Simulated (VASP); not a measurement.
# SnO (P4/nmm) in VASP: a series of runs

SnO is run at these levels: PBE+D3(BJ), PBE+D4; tasks: relaxation of cell and atoms.

Everything below comes from runs of VASP 6.6.1. Logs are shortened: lines on timing, memory, paths and dates and some standing lists are left out, and cuts for length are marked.

## Step 1: The cell of the first run

It takes space group P4/nmm (No. 129, tetragonal). Conventional cell: a = 3.814 Å, b = 3.814 Å, c = 4.887 Å, α = 90.00°, β = 90.00°, γ = 90.00°. Within 2.9 Å of Sn (site symmetry 4mm) lie 4 O at 2.23 Å. O (site symmetry -4m2) has 4 Sn at 2.23 Å and 4 O at 2.70 Å within 2.9 Å.

## Step 2: Relaxation of cell and atoms, PBE+D3(BJ)

INCAR

```
SYSTEM = SnO
PREC     = Accurate       ! precision mode
ENCUT    = 600            ! plane-wave cutoff, eV
EDIFF    = 1E-6           ! SCF threshold, eV
ISMEAR   = -1             ! smearing method
SIGMA    = 0.05           ! smearing width, eV
LREAL    = .False.        ! projectors in reciprocal space
LASPH    = .True.         ! aspherical terms in the spheres
NELM     = 100            ! most SCF steps
ALGO     = Normal         ! electronic algorithm
ISIF     = 3              ! what is computed and relaxed
LWAVE    = .False.        ! write WAVECAR
LCHARG   = .False.        ! write CHGCAR
GGA      = PE             ! functional
IVDW     = 12             ! dispersion correction
IBRION   = 2              ! ionic algorithm
NSW      = 60             ! ionic steps
EDIFFG   = -0.01          ! ionic threshold
```

KPOINTS

```
regular mesh
0
Gamma
  7 7 6
  0 0 0
```

POSCAR

```
SnO
1.0
    3.8136952200      0.0000000000      0.0000000000
    0.0000000000      3.8136952200      0.0000000000
    0.0000000000      0.0000000000      4.8869133000
Sn O
2 2
Direct
    0.5000000000      0.0000000000      0.7646261400
    0.0000000000      0.5000000000      0.2353738600
    0.0000000000      0.0000000000      0.0000000000
    0.5000000000      0.5000000000      0.0000000000
```

Potentials or basis: VASP PAW PBE potentials, release 64 (Sn_d, O).

On the command line:

```
$ cat potpaw_PBE.64/Sn_d/POTCAR potpaw_PBE.64/O/POTCAR > POTCAR
$ mpirun -np 1 vasp_std > vasp.out
```

OUTCAR:

```text
SYSTEM = SnO
   PREC = Accurate
   ENCUT = 600
   EDIFF = 1E-6
   ISMEAR = -1
   LREAL = .False.
   LASPH = .True.
   NELM = 100
   ISIF = 3
   GGA = PE
   IVDW = 12
   IBRION = 2
   NSW = 60
   EDIFFG = -0.01
 IVDW          = 12

 ion  position               nearest neighbor table
   1  0.500  0.000  0.765-   3 2.23   4 2.23   4 2.23   3 2.23   2 3.54   2 3.54   2 3.54   2 3.54
                             2 3.74   2 3.74   2 3.74   2 3.74
   2  0.000  0.500  0.235-   3 2.23   4 2.23   3 2.23   4 2.23   1 3.54   1 3.54   1 3.54   1 3.54
                             1 3.74   1 3.74   1 3.74   1 3.74
   3  0.000  0.000  0.000-   1 2.23   2 2.23   2 2.23   1 2.23
   4  0.500  0.500  0.000-   1 2.23   2 2.23   1 2.23   2 2.23

  LATTYP: Found a simple tetragonal cell.
 ALAT       =     3.8136952200
 C/A-ratio  =     1.2814116016

  Lattice vectors:

 A1 = (   3.8136952200,   0.0000000000,   0.0000000000)
 A2 = (   0.0000000000,   3.8136952200,   0.0000000000)
 A3 = (   0.0000000000,   0.0000000000,   4.8869133000)

Analysis of symmetry for initial positions (statically):
=====================================================================
 Subroutine PRICEL returns:
 Original cell was already a primitive cell.

 Routine SETGRP: Setting up the symmetry group for a
 simple tetragonal supercell.

 Subroutine GETGRP returns: Found 16 space group operations
 (whereof  8 operations were pure point group operations)
 out of a pool of 16 trial point group operations.

The static configuration has the point symmetry D_2d.
 The point group associated with its full space group is D_4h.

Analysis of symmetry for dynamics (positions and initial velocities):
=====================================================================
 Subroutine PRICEL returns:
 Original cell was already a primitive cell.

 Routine SETGRP: Setting up the symmetry group for a
 simple tetragonal supercell.

 Subroutine GETGRP returns: Found 16 space group operations
 (whereof  8 operations were pure point group operations)
 out of a pool of 16 trial point group operations.

The dynamic configuration has the point symmetry D_2d.
 The point group associated with its full space group is D_4h.

 Subroutine INISYM returns: Found 16 space group operations
 (whereof  8 operations are pure point group operations),
 and found     1 'primitive' translations

----------------------------------------------------------------------------------------

                                     Primitive cell

  volume of cell :      71.0766

  direct lattice vectors                    reciprocal lattice vectors
     3.813695220  0.000000000  0.000000000     0.262212878  0.000000000  0.000000000
     0.000000000  3.813695220  0.000000000     0.000000000  0.262212878  0.000000000
     0.000000000  0.000000000  4.886913300     0.000000000  0.000000000  0.204628144

  length of vectors
     3.813695220  3.813695220  4.886913300     0.262212878  0.262212878  0.204628144

  position of ions in fractional coordinates (direct lattice)
     0.500000000  0.000000000  0.764626140
     0.000000000  0.500000000  0.235373860
     0.000000000  0.000000000  0.000000000
     0.500000000  0.500000000  0.000000000

  ion indices of the primitive-cell ions
   primitive index   ion index
                 1           1
                 2           2
                 3           3
                 4           4

----------------------------------------------------------------------------------------

 KPOINTS: regular mesh

Automatic generation of k-mesh.
 Grid dimensions read from file:
 generate k-points for:    7    7    6

 Generating k-lattice:

  Cartesian coordinates                     Fractional coordinates (reciprocal lattice)
     0.037458983  0.000000000  0.000000000     0.142857143  0.000000000  0.000000000
     0.000000000  0.037458983  0.000000000     0.000000000  0.142857143  0.000000000
     0.000000000  0.000000000  0.034104691     0.000000000  0.000000000  0.166666667

  Length of vectors
     0.037458983  0.037458983  0.034104691

  Shift w.r.t. Gamma in fractional coordinates (k-lattice)
     0.000000000  0.000000000  0.000000000

 Subroutine IBZKPT returns following result:
 ===========================================

 Found     40 irreducible k-points:

 Following reciprocal coordinates:
            Coordinates               Weight
  0.000000  0.000000  0.000000      1.000000
  0.142857  0.000000  0.000000      4.000000
  0.285714  0.000000  0.000000      4.000000
  0.428571  0.000000  0.000000      4.000000
  0.142857  0.142857  0.000000      4.000000
  0.285714  0.142857  0.000000      8.000000
[... 16 lines left out ...]
  0.285714  0.000000  0.333333      8.000000
  0.428571  0.000000  0.333333      8.000000
 [... further k-points ...]
   k-points           NKPTS =     40   k-points in BZ     NKDIM =     40   number of bands    NBANDS=     24
   number of dos      NEDOS =    301   number of ions     NIONS =      4
   total plane-waves  NPLWV =  36000
   dimension x,y,z NGX =    30 NGY =   30 NGZ =   40
   dimension x,y,z NGXF=    60 NGYF=   60 NGZF=   80
   ions per type =               2   2
   NGX,Y,Z   is equivalent  to a cutoff of  13.08, 13.08, 13.61 a.u.
   NGXF,Y,Z  is equivalent  to a cutoff of  26.16, 26.16, 27.21 a.u.
 SYSTEM =  SnO
   PREC   = accura    normal or accurate (medium, high low for compatibility)
   ISTART =      0    job   : 0-new  1-cont  2-samecut
   ICHARG =      2    charge: 1-file 2-atom 10-const
   ISPIN  =      1    spin polarized calculation?
   LNONCOLLINEAR =      F non collinear calculations
   LSORBIT =      F    spin-orbit coupling
   LASPH  =      T    aspherical Exc in radial PAW
   ENCUT  =  600.0 eV  44.10 Ry    6.64 a.u.   7.62  7.62  9.76*2*pi/ulx,y,z
   NELM   =    100;   NELMIN=  2; NELMDL= -5     # of ELM steps
   EDIFF  = 0.1E-05   stopping-criterion for ELM
   LREAL  =      F    real-space projection
   EDIFFG = -.1E-01   stopping-criterion for IOM
   NSW    =     60    number of steps for IOM
   IBRION =      2    ionic relax: 0-MD 1-quasi-New 2-CG
   NFREE  =      1    steps in history (QN), initial steepest desc. (CG)
   ISIF   =      3    stress and relaxation
   ISYM   =      2    0-nonsym 1-usesym 2-fastsym
   POTIM  = 0.5000    time-step for ionic-motion
   TEBEG  =    0.0;   TEEND  =   0.0 temperature during run
   PSTRESS=    0.0 pullay stress
   NELECT =      40.0000    total number of electrons
   NUPDOWN=      -1.0000    fix difference up-down
   EMIN   =  10.00;   EMAX   =-10.00  energy-range for DOS
   EFERMI =   0.00;   METHOD = LEGACY
   ISMEAR =    -1;   SIGMA  =   0.05  broadening in eV -4-tet -1-fermi 0-gaus
   EFERMI_NEDOS =   21; number of points for ismear=-14 and -15
   IALGO  =     38    algorithm
   IMIX   =      4    mixing-type and parameters
     AMIX     =   0.40;   BMIX     =  1.00
     AMIX_MAG =   1.60;   BMIX_MAG =  1.00
  volume/ion in A,a.u.               =      17.77       119.91
  Fermi-wavevector in a.u.,A,eV,Ry     =   1.351614  2.554180 24.855939  1.826860
  Thomas-Fermi vector in A             =   2.479021
   LORBIT       =      0    0 simple, 1 ext, 2 COOP (PROOUT), +10 PAW based schemes
   GGA     = PE    functional components
   LHFCALC =     F    Hartree Fock is set to
   AEXX    =    0.0000 exact exchange contribution
   IVDW    =    12    specifies the selected vdW correction
   LEPSILON=     F    determine dielectric tensor
   LRPA    =     F    only Hartree local field effects (RPA)
 conjugate gradient relaxation of ions
 non-spin polarized calculation
  energy-cutoff  :      600.00
  volume of cell :       71.08
 maximum number of plane-waves:      2399
   NGX = 15   NGY = 15   NGZ = 19

--------------------------------------- Ionic step        1  -------------------------------------------

 number of electron      40.0000019 magnetization

 Free energy of the ion-electron system (eV)
  ---------------------------------------------------
  ext. energy  EPLUGINS =         0.00000000
  ---------------------------------------------------
  free energy    TOTEN  =       -22.69006135 eV

  energy without entropy =      -22.68977805  energy(sigma->0) =      -22.68991970

------------------------ aborting loop because EDIFF is reached ----------------------------------------

 Edisp (eV)   -0.92500

 E8    (eV) :    -0.4012

  FORCE on cell =-STRESS in cart. coord.  units (eV):
  Direction    XX          YY          ZZ          XY          YZ          ZX
  --------------------------------------------------------------------------------------
  -------------------------------------------------------------------------------------
  Total       0.87978     0.87978     0.48393     0.00000     0.00000     0.00000
  in kB      19.83159    19.83159    10.90853     0.00000     0.00000     0.00000
  external pressure =       16.86 kB  Pullay stress =        0.00 kB
[... 103 lines left out ...]
  FREE ENERGIE OF THE ION-ELECTRON SYSTEM (eV)
  ---------------------------------------------------
  free  energy   TOTEN  =       -23.6258921640 eV

  energy  without entropy=      -23.6255917539  energy(sigma->0) =      -23.62574196

[... ionic steps 4 to 7 ...]

--------------------------------------- Ionic step        8  -------------------------------------------

 number of electron      40.0000014 magnetization

------------------------ aborting loop because EDIFF is reached ----------------------------------------

 Edisp (eV)   -0.94458

 E8    (eV) :    -0.4099
[... 73 lines left out ...]
  energy  without entropy=      -23.6336691459  energy(sigma->0) =      -23.63423186

--------------------------------------- Ionic step       10  -------------------------------------------

 number of electron      40.0000014 magnetization

 Free energy of the ion-electron system (eV)
  ---------------------------------------------------
  ext. energy  EPLUGINS =         0.00000000
  ---------------------------------------------------
  free energy    TOTEN  =       -22.69106270 eV

  energy without entropy =      -22.68990846  energy(sigma->0) =      -22.69048558

 E-fermi :   7.2363     XC(G=0): -10.3066

 val. band max:        7.1413242400   @ k =   0.0000   0.0000   0.0000
 cond. band min:       7.3348338498   @ k =   0.4286   0.4286   0.0000
 fundamental gap:      0.1935096098
 Fermi energy:         7.2362760560

 k-point     1 :       0.0000    0.0000    0.0000
  band No.  band energies     occupation
      1     -14.7818      2.00000
      2     -14.3949      2.00000
      3     -14.3949      2.00000
      4     -14.3848      2.00000
      5     -14.3561      2.00000
      6     -14.3472      2.00000
[... 637 lines left out ...]
     23      11.9443      0.00000
     24      13.1011      0.00000

 [... further k-points ...]

------------------------ aborting loop because EDIFF is reached ----------------------------------------

 Edisp (eV)   -0.94398

 E8    (eV) :    -0.4096

  FORCE on cell =-STRESS in cart. coord.  units (eV):
  Direction    XX          YY          ZZ          XY          YZ          ZX
  --------------------------------------------------------------------------------------
  -------------------------------------------------------------------------------------
  Total       0.00587     0.00587    -0.00029     0.00000     0.00000     0.00000
  in kB       0.13491     0.13491    -0.00669     0.00000     0.00000     0.00000
  external pressure =        0.09 kB  Pullay stress =        0.00 kB
[... 19 lines left out ...]
  FREE ENERGIE OF THE ION-ELECTRON SYSTEM (eV)
  ---------------------------------------------------
  free  energy   TOTEN  =       -23.6350420843 eV

  energy  without entropy=      -23.6338878434  energy(sigma->0) =      -23.63446496

 reached required accuracy - stopping structural energy minimisation
```

Wall time 3 min (1 thread of Intel Xeon 6975P-C (Granite Rapids), shared host); peak memory 0.24 GiB.

What came out:

```
Free energy                            : -23.6350 eV
Relaxed volume                         : 17.44 Å³/atom
Relaxed cell                           : a = 3.836 Å, b = 3.836 Å, c = 4.739 Å, α = 90.00°, β = 90.00°, γ = 90.00°
Space group after relaxing (to 0.05 Å) : P4/nmm (No. 129)
Energy gained by relaxing              : 5.0 meV/atom
Ionic steps                            : 10
Pressure after relaxing                : 0.0 GPa
Largest force after relaxing           : 0.005 eV/Å
Band gap on the k mesh                 : 0.19 eV, indirect (least direct gap 1.93 eV)
Dispersion energy per atom             : -0.236 eV
```

Forces in eV/Å, atoms in the order of the input:
```
Sn   0.000  0.000  0.005
Sn   0.000  0.000 -0.005
O    0.000  0.000  0.000
O    0.000  0.000  0.000
```

The path:
```tsv
step	energy change (eV)	largest force (eV/Å)	pressure (GPa)	volume (Å³)
1	0.0000	0.4695	1.69	71.08
2	-0.0014	0.2891	-2.09	73.02
3	-0.0108	0.0690	-0.36	72.07
4	-0.0128	0.0615	-0.29	71.79
5	-0.0174	0.0393	-0.16	70.95
6	-0.0195	0.0020	0.21	69.28
7	-0.0200	0.0128	0.07	69.78
8	-0.0200	0.0096	0.11	69.70
9	-0.0197	0.0589	-0.30	69.89
10	-0.0200	0.0046	0.01	69.74
```

Final structure:
```
CELL_PARAMETERS angstrom
3.83641 0.00000 0.00000
0.00000 3.83641 0.00000
0.00000 0.00000 4.73856
ATOMIC_POSITIONS crystal
Sn 0.50000 0.00000 0.75478
Sn 0.00000 0.50000 0.24522
O 0.00000 0.00000 0.00000
O 0.50000 0.50000 0.00000
```

Caveat: spin-orbit coupling is left out, which moves the levels of the heavy elements. A k mesh can miss the band edges.

## Step 3: Relaxation of cell and atoms, PBE+D4

INCAR

```
SYSTEM = SnO
  ALGO = Normal
  EDIFF = 1E-6
  EDIFFG = -0.01
  ENCUT = 600
  GGA = PE
  IBRION = 2
  ISIF = 3
  ISMEAR = -1
  IVDW = 13
  LASPH = .TRUE.
  LCHARG = .FALSE.
  LREAL = .FALSE.
  LWAVE = .FALSE.
  NELM = 100
  NSW = 60
  PREC = Accurate
  SIGMA = 0.05
```

KPOINTS

```
k-points
0
G
  7 7 6
  0 0 0
```

POSCAR is that of step 2.

Potentials or basis: VASP PAW PBE potentials, release 64 (Sn_d, O).

On the command line:

```
$ cat potpaw_PBE.64/Sn_d/POTCAR potpaw_PBE.64/O/POTCAR > POTCAR
$ mpirun -np 1 vasp_std > vasp.out
```

It took 3.5 min on 1 thread of Intel Xeon 6975P-C (Granite Rapids), shared host; peak memory 0.24 GiB.

Results (log left out):

| Property | Result |
| --- | --- |
| Free energy | -23.7890 eV |
| Relaxed volume | 17.34 Å³/atom |
| Relaxed cell | a = 3.835 Å, b = 3.835 Å, c = 4.717 Å, α = 90.00°, β = 90.00°, γ = 90.00° |
| Space group after relaxing (to 0.05 Å) | P4/nmm (No. 129) |
| Energy gained by relaxing | 5.6 meV/atom |
| Ionic steps | 12 |
| Pressure after relaxing | 0.0 GPa |
| Band gap on the k mesh | 0.17 eV, indirect (least direct gap 1.91 eV) |
| Dispersion energy per atom | -0.276 eV |

Forces on the atoms (eV/Å):
```
Sn   0.000  0.000  0.002
Sn   0.000  0.000 -0.002
O    0.000  0.000  0.000
O    0.000  0.000  0.000
```

Step by step:
| step | energy change (eV) | largest force (eV/Å) | pressure (GPa) | volume (Å³) |
| --- | --- | --- | --- | --- |
| 1 | 0.0000 | 0.4737 | 1.53 | 71.08 |
| 2 | -0.0022 | 0.2558 | -2.05 | 72.84 |
| 3 | -0.0103 | 0.0800 | -0.45 | 72.00 |
| 4 | -0.0130 | 0.0685 | -0.36 | 71.65 |
| 5 | -0.0191 | 0.0350 | -0.17 | 70.62 |
| 6 | -0.0210 | 0.0243 | 0.36 | 68.56 |
| 7 | -0.0220 | 0.0020 | 0.15 | 69.34 |
| 8 | -0.0220 | 0.0010 | 0.19 | 69.27 |
| 9 | -0.0218 | 0.0735 | -0.40 | 69.56 |
| 10 | -0.0222 | 0.0281 | -0.05 | 69.38 |
| 11 | -0.0222 | 0.0215 | 0.06 | 69.36 |
| 12 | -0.0222 | 0.0024 | 0.03 | 69.37 |

Final structure:
```
Sn O
1.0
     3.83499    0.00000    0.00000
     0.00000    3.83499    0.00000
     0.00000    0.00000    4.71686
Sn O
2 2
Direct
  0.50000 0.00000 0.75376
  0.00000 0.50000 0.24624
  0.00000 0.00000 0.00000
  0.50000 0.50000 0.00000
```

Levels at points of the mesh, in eV from the valence-band top:
```tsv
k point	band 18	band 19	band 20	band 21	band 22	band 23
(0.00, 0.00, 0.00)	-3.04	-3.04	0.00	2.22	4.47	4.47
(0.00, 0.00, 0.50)	-3.06	-2.93	-2.07	1.74	2.75	2.75
```

Caveat: spin-orbit coupling is left out, which moves the levels of the heavy elements.
